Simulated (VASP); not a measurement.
Crystal: TiO2.

```
Ti O
1.0
     4.54535    0.00000    0.00000
     0.00000    5.51962    0.00000
     0.00000    0.00000    4.90920
Ti O
4 8
Direct
  0.00000 0.17299 0.75000
  0.50000 0.32701 0.25000
  0.00000 0.82701 0.25000
  0.50000 0.67299 0.75000
  0.27145 0.38172 0.91865
  0.77145 0.11828 0.08135
  0.22855 0.11828 0.41865
  0.72855 0.38172 0.58135
  0.27145 0.61828 0.41865
  0.77145 0.88172 0.58135
  0.22855 0.88172 0.91865
  0.72855 0.61828 0.08135
```

* Program: VASP 6.6.1
* Task: relaxation of cell and atoms
* Functional: RPBE
* Potentials or basis: VASP PAW PBE potentials, release 64 (Ti_sv, O)
* Cutoff: 600 eV
* k mesh: 6 × 5 × 6
* Occupations: fermi-dirac, width 0.05 eV
* Spin: no spin polarisation

At the start: pressure 9.6 GPa; volume 10.26 Å³/atom.

Task: How do energy, volume and symmetry change on relaxing?

Result: Over 13 steps the energy falls by 14.5 meV/atom and the volume is 10.76 Å³/atom (+4.8 %); space group Pbcn (No. 60, to 0.1 Å) before and after.

The path:
```tsv
step	energy change (eV)	largest force (eV/Å)	pressure (GPa)	volume (Å³)
1	0.0000	0.1237	9.62	123.16
2	0.0245	0.2843	-8.97	134.49
3	-0.1520	0.1768	-0.14	128.43
4	-0.1520	0.1754	0.02	128.33
5	-0.1635	0.1323	0.12	128.49
6	-0.1722	0.0407	0.39	128.79
7	-0.1722	0.0416	0.40	128.80
8	-0.1727	0.0346	-0.59	129.45
9	-0.1730	0.0352	-0.21	129.20
10	-0.1736	0.0187	-0.07	129.12
11	-0.1737	0.0162	0.02	129.08
12	-0.1739	0.0104	-0.01	129.08
13	-0.1740	0.0085	-0.05	129.09
```

Final structure:
```yaml
crystal:
  lattice:
    - [4.61516, 0.00000, 0.00000]
    - [0.00000, 5.64017, 0.00000]
    - [0.00000, 0.00000, 4.95934]
  atoms:
    - { symbol: Ti, position: [0.00000, 0.17940, 0.75000] }
    - { symbol: Ti, position: [0.50000, 0.32060, 0.25000] }
    - { symbol: Ti, position: [0.00000, 0.82060, 0.25000] }
    - { symbol: Ti, position: [0.50000, 0.67940, 0.75000] }
    - { symbol: O, position: [0.27096, 0.37945, 0.91909] }
    - { symbol: O, position: [0.77096, 0.12055, 0.08091] }
    - { symbol: O, position: [0.22904, 0.12055, 0.41909] }
    - { symbol: O, position: [0.72904, 0.37945, 0.58091] }
    - { symbol: O, position: [0.27096, 0.62055, 0.41909] }
    - { symbol: O, position: [0.77096, 0.87945, 0.58091] }
    - { symbol: O, position: [0.22904, 0.87945, 0.91909] }
    - { symbol: O, position: [0.72904, 0.62055, 0.08091] }
```

Caveat: the PAW data sets were made with another functional, which shifts forces and pressure a little.
